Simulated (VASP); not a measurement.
Wanted: the native input for a VASP 6.6.1 run.

* Task: relaxation of cell and atoms
* Functional: PBE
* Potentials or basis: VASP PAW PBE potentials, release 64 (Si, N)
* Cutoff: 600 eV
* k mesh: 6 × 6 × 4
* Occupations: gaussian, width 0.1 eV
* Spin: no spin polarisation
* Dipole correction: no
* Further INCAR settings: ALGO = Normal; EDIFF = 1e-06; IBRION = 2; EDIFFG = -0.04; NSW = 90; ISIF = 3

The structure of Si3N2 lies in POSCAR:

```
Si3N2
1.0
    3.4939161274      0.0000000000      0.0000000000
   -1.7469580637      3.0258201250      0.0000000000
    0.0000000000      0.0000000000      5.4359659546
Si N
3 2
Direct
    0.0000000000      0.0000000000      0.0000000000
    0.3333333333      0.6666666667      0.6450000000
    0.6666666667      0.3333333333      0.3550000000
    0.3333333333      0.6666666667      0.2450000000
    0.6666666667      0.3333333333      0.7550000000
```

The input as run:

INCAR

```
SYSTEM = Si3N2
PREC = Accurate
ENCUT = 600
EDIFF = 1E-6
ISMEAR = 0
SIGMA = 0.1
LREAL = .FALSE.
LASPH = .TRUE.
NELM = 100
ALGO = Normal
ISIF = 3
LWAVE = .FALSE.
LCHARG = .FALSE.
GGA = PE
IBRION = 2
NSW = 90
EDIFFG = -0.04
```

KPOINTS

```
regular mesh
0
G
  6 6 4
  0 0 0
```

Potentials or basis: VASP PAW PBE potentials, release 64 (Si, N).

Run with:

```console
$ cat potpaw_PBE.64/Si/POTCAR potpaw_PBE.64/N/POTCAR > POTCAR
$ mpirun -np 1 vasp_std > vasp.out
```

Results of the run:

```yaml
Relaxed_volume: 11.38 Å³/atom
Relaxed_cell: a = 2.873 Å, b = 2.873 Å, c = 7.960 Å, α = 90.00°, β = 90.00°, γ = 120.00°
Space_group_after_relaxing_to_0.1_Å: P-3m1 (No. 164)
Energy_gained_by_relaxing: 1444.3 meV/atom
Ionic_steps: 30
Pressure_after_relaxing: -0.1 GPa
Largest_force_after_relaxing: 0.039 eV/Å
Band_gap_on_the_k_mesh: zero (bands 11 and 12 overlap by 3.47 eV)
```

Caveat: a cell axis changed by over 15 % at a fixed basis, so the end point is rough.

Wall time 4.4 min on 1 thread of Intel(R) Xeon(R) 6975P-C (Granite Rapids), with other jobs on the host, peak memory 0.19 GiB.
